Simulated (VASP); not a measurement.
# Al (P6_3/mmc) in VASP: further runs

Al is run at these levels: PBE+D3(BJ); tasks: single point.

Everything below comes from runs of VASP 6.6.1. Logs are shortened: lines on timing, memory, paths and dates and some standing lists are left out, and cuts for length are marked.

### 1 The cell of the first run

It takes space group P6_3/mmc (No. 194, hexagonal). The conventional cell has a = 2.758 Å, b = 2.758 Å, c = 9.353 Å, α = 90.00°, β = 90.00°, γ = 120.00°. Within 3.6 Å of Al (site symmetry -3m) lie 12 Al at 2.76 to 2.83 Å. Al (site symmetry -6m2) has 12 Al at 2.76 to 2.83 Å within 3.6 Å.

### 2 Single point, PBE+D3(BJ) (biaxial strain in the a-b plane: -2.0 %)

File INCAR:

```
PREC = Accurate ; ENCUT = 520
EDIFF = 1E-6 ; ISMEAR = 0
SIGMA = 0.1 ; LREAL = False
LASPH = True ; NELM = 80
ALGO = Fast ; ISIF = 2
LWAVE = False ; LCHARG = False
GGA = PE ; IVDW = 12
NBANDS = 14
```

File KPOINTS:

```
Automatic mesh
0
Gamma
  24 24 6
```

File POSCAR:

```
Al
1.0
    2.7584826721      0.0000000000      0.0000000000
   -1.3792413361      2.3889160700      0.0000000000
    0.0000000000      0.0000000000      9.3526977936
Al
4
Direct
    0.0000000000      0.0000000000      0.0000000000
    0.3333333333      0.6666666667      0.2500000000
    0.0000000000      0.0000000000      0.5000000000
    0.6666666667      0.3333333333      0.7500000000
```

Potentials or basis: VASP PAW PBE potentials, release 64 (Al).

On the command line:

```sh
> cat potpaw_PBE.64/Al/POTCAR > POTCAR
> mpirun -np 1 vasp_std > vasp.out
```

OUTCAR:

```text
PREC = Accurate
   ENCUT = 520
   EDIFF = 1E-6
   ISMEAR = 0
   LREAL = False
   LASPH = True
   NELM = 80
   ISIF = 2
   GGA = PE
   IVDW = 12
 IVDW          = 12

 ion  position               nearest neighbor table
   1  0.000  0.000  0.000-   2 2.83   4 2.83   4 2.83   2 2.83   4 2.83   2 2.83
   2  0.333  0.667  0.250-   1 2.83   3 2.83   1 2.83   3 2.83   1 2.83   3 2.83
   3  0.000  0.000  0.500-   2 2.83   4 2.83   4 2.83   2 2.83   4 2.83   2 2.83
   4  0.667  0.333  0.750-   1 2.83   3 2.83   1 2.83   3 2.83   1 2.83   3 2.83

  LATTYP: Found a hexagonal cell.
 ALAT       =     2.7584826721
 C/A-ratio  =     3.3905225826

  Lattice vectors:

 A1 = (   2.7584826721,   0.0000000000,   0.0000000000)
 A2 = (  -1.3792413361,   2.3889160700,   0.0000000000)
 A3 = (   0.0000000000,   0.0000000000,   9.3526977936)

Analysis of symmetry for initial positions (statically):
=====================================================================
 Subroutine PRICEL returns:
 Original cell was already a primitive cell.

 Routine SETGRP: Setting up the symmetry group for a
 hexagonal supercell.

 Subroutine GETGRP returns: Found 24 space group operations
 (whereof 12 operations were pure point group operations)
 out of a pool of 24 trial point group operations.

The static configuration has the point symmetry D_3d.
 The point group associated with its full space group is D_6h.

Analysis of symmetry for dynamics (positions and initial velocities):
=====================================================================
 Subroutine PRICEL returns:
 Original cell was already a primitive cell.

 Routine SETGRP: Setting up the symmetry group for a
 hexagonal supercell.

 Subroutine GETGRP returns: Found 24 space group operations
 (whereof 12 operations were pure point group operations)
 out of a pool of 24 trial point group operations.

The dynamic configuration has the point symmetry D_3d.
 The point group associated with its full space group is D_6h.

 Subroutine INISYM returns: Found 24 space group operations
 (whereof 12 operations are pure point group operations),
 and found     1 'primitive' translations

----------------------------------------------------------------------------------------

                                     Primitive cell

  volume of cell :      61.6323

  direct lattice vectors                    reciprocal lattice vectors
[... 105 lines left out ...]
   EFERMI =   0.00;   METHOD = LEGACY
   ISMEAR =     0;   SIGMA  =   0.10  broadening in eV -4-tet -1-fermi 0-gaus
   EFERMI_NEDOS =   21; number of points for ismear=-14 and -15
   IALGO  =     68    algorithm
   IMIX   =      4    mixing-type and parameters
     AMIX     =   0.40;   BMIX     =  1.00
     AMIX_MAG =   1.60;   BMIX_MAG =  1.00
  volume/ion in A,a.u.               =      15.41       103.98
  Fermi-wavevector in a.u.,A,eV,Ry     =   0.948854  1.793073 12.249641  0.900323
  Thomas-Fermi vector in A             =   2.077081
   LORBIT       =      0    0 simple, 1 ext, 2 COOP (PROOUT), +10 PAW based schemes
   GGA     = PE    functional components
   LHFCALC =     F    Hartree Fock is set to
   AEXX    =    0.0000 exact exchange contribution
   IVDW    =    12    specifies the selected vdW correction
   LEPSILON=     F    determine dielectric tensor
   LRPA    =     F    only Hartree local field effects (RPA)
 non-spin polarized calculation
 RMM-DIIS sequential band-by-band and
 Gauss-broadening in eV      SIGMA  =   0.10
  energy-cutoff  :      520.00
  volume of cell :       61.63
 maximum number of plane-waves:      1683
 NGX is ok and might be reduce to    24
   NGX = 11   NGY = 11   NGZ = 35

 number of electron      12.0000000 magnetization

 Free energy of the ion-electron system (eV)
  ---------------------------------------------------
  ext. energy  EPLUGINS =         0.00000000
  ---------------------------------------------------
  free energy    TOTEN  =       -14.83721994 eV

  energy without entropy =      -14.82971070  energy(sigma->0) =      -14.83346532

 E-fermi :   8.7296     XC(G=0): -10.4469

 val. band max:        8.7288563200   @ k =   0.2500   0.0000   0.5000
 cond. band min:       8.7390028840   @ k =   0.3333   0.3333   0.3333
 fundamental gap:      0.0101465640
 Fermi energy:         8.7295868004

 k-point     1 :       0.0000    0.0000    0.0000
  band No.  band energies     occupation
      1      -2.8851      2.00000
      2      -1.2040      2.00000
      3      -1.2038      2.00000
      4       3.6615      2.00000
      5       3.7884      2.00000
      6      11.6010      0.00000
      7      11.6104      0.00000
      8      20.5423      0.00000
      9      20.5423      0.00000
     10      20.5837      0.00000
     11      20.5837      0.00000
     12      20.7646      0.00000
     13      21.4730      0.00000
     14      21.5157      0.00000
[... 377 lines left out ...]
      1       2.9599      2.00000
      2       3.9696      2.00000
      3       4.4813      2.00000
      4       4.4821      2.00000
      5       5.7396      2.00000
      6       5.7401      2.00000
      7       9.2224      0.00000
      8       9.5803      0.00000
      9      10.2963      0.00000
     10      10.5763      0.00000
     11      14.2250      0.00000
     12      15.3778      0.00000
     13      15.7317      0.00000
     14      16.5695      0.00000

 [... further k-points ...]

------------------------ aborting loop because EDIFF is reached ----------------------------------------

 Edisp (eV)   -1.44471

 E8    (eV) :    -0.6467

  FORCE on cell =-STRESS in cart. coord.  units (eV):
  Direction    XX          YY          ZZ          XY          YZ          ZX
  --------------------------------------------------------------------------------------
  -------------------------------------------------------------------------------------
  Total       1.57180     1.57180     0.00858    -0.00000     0.00000     0.00000
  in kB      40.86013    40.86013     0.22306    -0.00000     0.00000     0.00000
  external pressure =       27.31 kB  Pullay stress =        0.00 kB

 VOLUME and BASIS-vectors are now :
 -----------------------------------------------------------------------------
  energy-cutoff  :      520.00
  volume of cell :       61.63
      direct lattice vectors                 reciprocal lattice vectors
     2.758482672  0.000000000  0.000000000     0.362518137  0.209299944  0.000000000
    -1.379241336  2.388916070  0.000000000     0.000000000  0.418599888  0.000000000
     0.000000000  0.000000000  9.352697794     0.000000000  0.000000000  0.106921021

 POSITION                                       TOTAL-FORCE (eV/Angst)
 -----------------------------------------------------------------------------------
      0.00000      0.00000      0.00000         0.000000     -0.000000      0.000000
     -0.00000      1.59261      2.33817         0.000000     -0.000000     -0.000000
      0.00000      0.00000      4.67635         0.000000     -0.000000      0.000000
      1.37924      0.79631      7.01452        -0.000000      0.000000      0.000000
 -----------------------------------------------------------------------------------
    total drift:                               -0.000000     -0.000000      0.000000

  FREE ENERGIE OF THE ION-ELECTRON SYSTEM (eV)
  ---------------------------------------------------
  free  energy   TOTEN  =       -16.2819311556 eV

  energy  without entropy=      -16.2744219182  energy(sigma->0) =      -16.27817654
```

Wall time 78 s (1 thread of Intel Xeon 6975P-C (Granite Rapids), shared host); peak memory 0.3 GiB.

Results:

```
Free energy                : -16.2819 eV
Pressure                   : 2.7 GPa
Band gap on the k mesh     : zero (band 6 reaches 12.34 eV, above the bottom of band 7 at 7.23 eV)
Dispersion energy per atom : -0.361 eV
```

Caveat: the cell differs from its parent crystal (biaxial strain in the a-b plane: -2.0 %); pairwise dispersion overbinds metals, which lowers pressure and volume.

### 3 Single point, PBE+D3(BJ) (biaxial strain in the a-b plane: -1.0 %, then relaxed in part)

File INCAR:

```
  ALGO = Fast
  EDIFF = 1E-6
  ENCUT = 520
  GGA = PE
  ISIF = 2
  ISMEAR = 0
  IVDW = 12
  LASPH = True
  LCHARG = True
  LELF = True
  LREAL = False
  LVHAR = True
  LWAVE = False
  NBANDS = 14
  NELM = 100
  PREC = Accurate
  SIGMA = 0.1
```

File KPOINTS:

```
k-points
0
Gamma
  24 24 6
```

File POSCAR:

```
Al
1.0
    2.7866304545      0.0000000000      0.0000000000
   -1.3933152272      2.4132927646      0.0000000000
    0.0000000000      0.0000000000      9.3108358627
Al
4
Direct
    0.0000000000      0.0000000000      0.0000000000
    0.3333333333      0.6666666667      0.2500000000
    0.0000000000      0.0000000000      0.5000000000
    0.6666666667      0.3333333333      0.7500000000
```

Potentials or basis: VASP PAW PBE potentials, release 64 (Al).

On the command line:

```sh
> cat potpaw_PBE.64/Al/POTCAR > POTCAR
> mpirun -np 1 vasp_std > vasp.out
```

It took 70 s on 1 thread of Intel Xeon 6975P-C (Granite Rapids), shared host; peak memory 0.3 GiB.

Results (log left out):

```
Free energy                : -16.3048 eV
Pressure                   : 1.1 GPa
Band gap on the k mesh     : zero (band 6 reaches 12.29 eV, above the bottom of band 7 at 7.02 eV)
Dispersion energy per atom : -0.355 eV
```

Stress tensor (GPa, compression positive):
```
 1.69  0.00  0.00
 0.00  1.69  0.00
 0.00  0.00 -0.04
```

Levels at points of the mesh, in eV from the Fermi level:
```
           k point  band 3  band 4  band 5  band 6  band 7  band 8  band 9  band 10
(0.00, 0.00, 0.00)   -9.80   -4.92   -4.73    3.12    3.13   11.45   11.45    11.54
(0.50, 0.00, 0.00)   -4.03   -3.99   -3.32   -3.28    0.80    1.22    1.22     1.59
(0.00, 0.00, 0.50)   -7.71   -7.71   -1.20   -1.20    8.02    8.02   11.77    11.77
(0.50, 0.00, 0.50)   -4.87   -4.87   -1.92   -1.92   -1.24   -1.24    4.52     4.52
```

Caveat: the cell differs from its parent crystal (biaxial strain in the a-b plane: -1.0 %, then relaxed in part); pairwise dispersion overbinds metals, which lowers pressure and volume.

### 4 Single point, PBE+D3(BJ) (biaxial strain in the a-b plane: -1.0 %)

File INCAR:

```
PREC     = Accurate       # precision mode
ENCUT    = 520            # plane-wave cutoff, eV
EDIFF    = 1E-6           # SCF threshold, eV
ISMEAR   = 0              # smearing method
SIGMA    = 0.1            # smearing width, eV
LREAL    = F              # projectors in reciprocal space
LASPH    = T              # aspherical terms in the spheres
NELM     = 60             # most SCF steps
ALGO     = Fast           # electronic algorithm
ISIF     = 2              # what is computed and relaxed
LWAVE    = F              # write WAVECAR
LCHARG   = T              # write CHGCAR
GGA      = PE             # functional
IVDW     = 12             # dispersion correction
LELF     = T              # ELF
LVHAR    = T            
NBANDS   = 14             # bands
```

File KPOINTS:

```
Automatic mesh
0
Gamma
  24 24 6
```

POSCAR: that of step 3 with these lines changed.

```diff
@@ -4,3 +4,3 @@
    -1.3933152272      2.4132927646      0.0000000000
-    0.0000000000      0.0000000000      9.3108358627
+    0.0000000000      0.0000000000      9.2972470161
 Al
```

On the command line:

```sh
> cat potpaw_PBE.64/Al/POTCAR > POTCAR
> mpirun -np 1 vasp_std > vasp.out
```

It took 85 s on 1 thread of Intel Xeon 6975P-C (Granite Rapids), shared host; peak memory 0.3 GiB.

Results (log left out):

- Free energy: -16.3047 eV
- Pressure: 1.2 GPa
- Band gap on the k mesh: zero (band 6 reaches 12.32 eV, above the bottom of band 7 at 7.03 eV)
- Dispersion energy per atom: -0.356 eV

Stress tensor (GPa, compression positive):
```
1.75 0.00 0.00
0.00 1.75 0.00
0.00 0.00 0.22
```

Levels at points of the mesh, in eV from the Fermi level:
```
           k point  band 3  band 4  band 5  band 6  band 7  band 8  band 9  band 10
(0.00, 0.00, 0.00)   -9.81   -4.92   -4.72    3.15    3.16   11.44   11.44    11.53
(0.50, 0.00, 0.00)   -4.03   -4.00   -3.32   -3.29    0.80    1.22    1.24     1.60
(0.00, 0.00, 0.50)   -7.71   -7.71   -1.18   -1.18    8.06    8.06   11.76    11.76
(0.50, 0.00, 0.50)   -4.88   -4.88   -1.92   -1.92   -1.24   -1.24    4.54     4.54
```

Caveat: the cell differs from its parent crystal (biaxial strain in the a-b plane: -1.0 %); pairwise dispersion overbinds metals, which lowers pressure and volume.

### 5 Single point, PBE+D3(BJ) (biaxial strain in the a-b plane: +1.0 %, then relaxed in part)

File INCAR:

```
PREC = Accurate
ENCUT = 520
EDIFF = 1E-6
ISMEAR = 0
SIGMA = 0.1
LREAL = F
LASPH = T
NELM = 100
ALGO = Fast
ISIF = 2
LWAVE = F
LCHARG = T
GGA = PE
IVDW = 12
LELF = T
LVHAR = T
NBANDS = 14
```

KPOINTS is that of step 4.

File POSCAR:

```
Al
1.0
    2.8429260192      0.0000000000      0.0000000000
   -1.4214630096      2.4620461537      0.0000000000
    0.0000000000      0.0000000000      9.1844217595
Al
4
Direct
    0.0000000000      0.0000000000      0.0000000000
    0.3333333333      0.6666666667      0.2500000000
    0.0000000000      0.0000000000      0.5000000000
    0.6666666667      0.3333333333      0.7500000000
```

Potentials or basis: VASP PAW PBE potentials, release 64 (Al).

On the command line:

```sh
> cat potpaw_PBE.64/Al/POTCAR > POTCAR
> mpirun -np 1 vasp_std > vasp.out
```

OUTCAR:

```text
PREC = Accurate
   ENCUT = 520
   EDIFF = 1E-6
   ISMEAR = 0
   LREAL = F
   LASPH = T
   NELM = 100
   ISIF = 2
   GGA = PE
   IVDW = 12
 IVDW          = 12

 ion  position               nearest neighbor table
   1  0.000  0.000  0.000-   2 2.82   4 2.82   2 2.82   4 2.82   4 2.82   2 2.82
   2  0.333  0.667  0.250-   1 2.82   3 2.82   1 2.82   3 2.82   1 2.82   3 2.82
   3  0.000  0.000  0.500-   2 2.82   4 2.82   2 2.82   4 2.82   4 2.82   2 2.82
   4  0.667  0.333  0.750-   1 2.82   3 2.82   1 2.82   3 2.82   1 2.82   3 2.82
[... 615 lines left out ...]

  FORCE on cell =-STRESS in cart. coord.  units (eV):
  Direction    XX          YY          ZZ          XY          YZ          ZX
  --------------------------------------------------------------------------------------
  -------------------------------------------------------------------------------------
  Total      -0.72663    -0.72663    -0.01589     0.00000     0.00000     0.00000
  in kB     -18.10960   -18.10960    -0.39593     0.00000     0.00000     0.00000
  external pressure =      -12.21 kB  Pullay stress =        0.00 kB

 VOLUME and BASIS-vectors are now :
 -----------------------------------------------------------------------------
  energy-cutoff  :      520.00
  volume of cell :       64.29
      direct lattice vectors                 reciprocal lattice vectors
     2.842926019  0.000000000  0.000000000     0.351750272  0.203083114  0.000000000
    -1.421463010  2.462046154  0.000000000     0.000000000  0.406166228  0.000000000
     0.000000000  0.000000000  9.184421759     0.000000000  0.000000000  0.108880017

 POSITION                                       TOTAL-FORCE (eV/Angst)
 -----------------------------------------------------------------------------------
      0.00000      0.00000      0.00000         0.000000      0.000000      0.000000
     -0.00000      1.64136      2.29611        -0.000000     -0.000000      0.000000
      0.00000      0.00000      4.59221         0.000000      0.000000      0.000000
      1.42146      0.82068      6.88832         0.000000      0.000000     -0.000000
 -----------------------------------------------------------------------------------
    total drift:                               -0.000000      0.000000      0.000000

  FREE ENERGIE OF THE ION-ELECTRON SYSTEM (eV)
  ---------------------------------------------------
  free  energy   TOTEN  =       -16.3016368049 eV

  energy  without entropy=      -16.2935733644  energy(sigma->0) =      -16.29760508
```

OSZICAR:

```text
N       E                     dE             d eps       ncg     rms          rms(c)
DAV:   1     0.629941874146E+01    0.62994E+01   -0.41425E+03  6832   0.658E+02
DAV:   2    -0.143365538613E+02   -0.20636E+02   -0.19020E+02  8934   0.890E+01
DAV:   3    -0.150099396810E+02   -0.67339E+00   -0.66493E+00  9026   0.131E+01
DAV:   4    -0.150146767181E+02   -0.47370E-02   -0.47348E-02  8224   0.135E+00
DAV:   5    -0.150147299943E+02   -0.53276E-04   -0.53276E-04  8974   0.150E-01    0.268E+00
RMM:   6    -0.149591617858E+02    0.55568E-01   -0.54228E-03  6865   0.432E-01    0.157E+00
RMM:   7    -0.149194404441E+02    0.39721E-01   -0.15042E-02  7124   0.693E-01    0.192E-01
RMM:   8    -0.149191334018E+02    0.30704E-03   -0.68021E-04  7392   0.174E-01    0.191E-02
RMM:   9    -0.149191392990E+02   -0.58972E-05   -0.10552E-04  7947   0.701E-02    0.341E-02
RMM:  10    -0.149191397731E+02   -0.47413E-06   -0.11759E-05  8038   0.244E-02    0.714E-02
RMM:  11    -0.149191367479E+02    0.30252E-05   -0.31255E-06  7198   0.106E-02    0.406E-02
RMM:  12    -0.149191356659E+02    0.10819E-05   -0.73805E-07  5256   0.613E-03    0.161E-02
RMM:  13    -0.149191355029E+02    0.16302E-06   -0.25434E-07  4060   0.339E-03
   1 F= -.16301637E+02 E0= -.16297605E+02  d E =-.806344E-02
```

Run time: 70 s. Hardware: 1 thread of Intel Xeon 6975P-C (Granite Rapids), shared host; peak memory 0.31 GiB.

Results:

| Property | Result |
| --- | --- |
| Free energy | -16.3016 eV |
| Pressure | -1.2 GPa |
| Band gap on the k mesh | zero (band 6 reaches 12.36 eV, above the bottom of band 7 at 6.66 eV) |
| Dispersion energy per atom | -0.346 eV |

Levels at points of the mesh, in eV from the Fermi level:
```
           k point  band 2  band 3  band 4  band 5  band 6  band 7  band 8  band 9  band 10  band 11
(0.00, 0.00, 0.00)   -9.57   -9.57   -4.63   -4.28    3.70    3.71   10.70   10.70    10.89    10.89
(0.50, 0.00, 0.00)   -5.30   -4.01   -3.93   -3.38   -3.29    0.84    1.29    1.46     1.78     5.59
(0.00, 0.00, 0.50)  -10.88   -7.42   -7.42   -0.72   -0.72    8.69    8.69   11.03    11.03    11.03
(0.50, 0.00, 0.50)   -4.98   -4.89   -4.89   -1.87   -1.87   -1.19   -1.19    4.77     4.77     4.84
```

Caveat: the cell differs from its parent crystal (biaxial strain in the a-b plane: +1.0 %, then relaxed in part); pairwise dispersion overbinds metals, which lowers pressure and volume.

### 6 Summary

| cell | gap on the mesh (eV) | pressure (GPa) |
| --- | --- | --- |
| a = 2.758, b = 2.758, c = 9.353 Å, angles 90.0, 90.0, 120.0°, 4 atoms | none | 2.7 |
| a = 2.787, b = 2.787, c = 9.311 Å, angles 90.0, 90.0, 120.0°, 4 atoms | none | 1.1 |
| a = 2.787, b = 2.787, c = 9.297 Å, angles 90.0, 90.0, 120.0°, 4 atoms | none | 1.2 |
| a = 2.843, b = 2.843, c = 9.184 Å, angles 90.0, 90.0, 120.0°, 4 atoms | none | -1.2 |

Alike in all rows: task single point; level PBE+D3(BJ); potentials or basis VASP PAW PBE potentials, release 64 (Al); no spin polarisation; k mesh 24 × 24 × 6; cutoff (eV) 520; smearing gaussian 0.1 eV.

Caveats: pairwise dispersion overbinds metals, which lowers pressure and volume.

Absolute energies hang on the potentials; compare differences alone.
